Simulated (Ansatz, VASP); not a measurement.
# B in VASP and in Ansatz

File INCAR:

```
SYSTEM = B
PREC = Accurate
ENCUT = 520
EDIFF = 1E-6
ISMEAR = -1
SIGMA = 0.1
LREAL = .False.
LASPH = .True.
NELM = 100
ALGO = Normal
ISIF = 2
LWAVE = .False.
LCHARG = .False.
GGA = PS
NBANDS = 8
```

The input KPOINTS:

```
Automatic mesh
0
Gamma
  19 19 19
  0 0 0
```

Contents of POSCAR:

```
B
1.0
    1.9250477220      0.0000000000      0.0000000000
    0.0000000000      1.9250477220      0.0000000000
    0.0000000000      0.0000000000      1.9250477220
B
1
Direct
    0.0000000000      0.0000000000      0.0000000000
```

Input for Ansatz:

```yaml
crystal:
  lattice:
    - [1.925047722, 0.0, 0.0]
    - [0.0, 1.925047722, 0.0]
    - [0.0, 0.0, 1.925047722]
  atoms:
    - { symbol: B, position: [0.0, 0.0, 0.0] }
hamiltonian:
  xc: pbesol
  pseudopotentials:
    kind: paw
    azcp:
      B: "pseudopotentials/B.paw.azcp"
basis:
  ecutwfc: 420
  fft_grid_basis: typed
kpoints:
  mp_grid: { grid: [19, 19, 19], shift: [0, 0, 0] }
magnetization:
  spin_polarized: false
scf:
  occupations: { method: fermi_dirac, width: 0.1 }
  lower_state_search: "off"
output:
  stress: true
  write_density: true
  write_potential: true
  elf: true
  volumetric_format: npy
```

Alike in both runs: task single point; functional PBEsol; k mesh 19 × 19 × 19; occupations fermi-dirac, width 0.1 eV; no spin polarisation.

```csv
,VASP,Ansatz
version,VASP 6.6.1,Ansatz 0.2.0
potentials or method,"VASP PAW PBE potentials, release 64 (B), cutoff 520 eV","plane waves (420 eV) with PAW, scalar-relativistic"
valence electrons in the cell,3,3
```

Ansatz gave:

```
pressure (GPa) : -16.0
```

Task: What did VASP give for the same quantities?

Result: Pressure (GPa): -15.8.

VASP's potentials were made for PBE, not for PBEsol, and Ansatz warns of the same on its side.
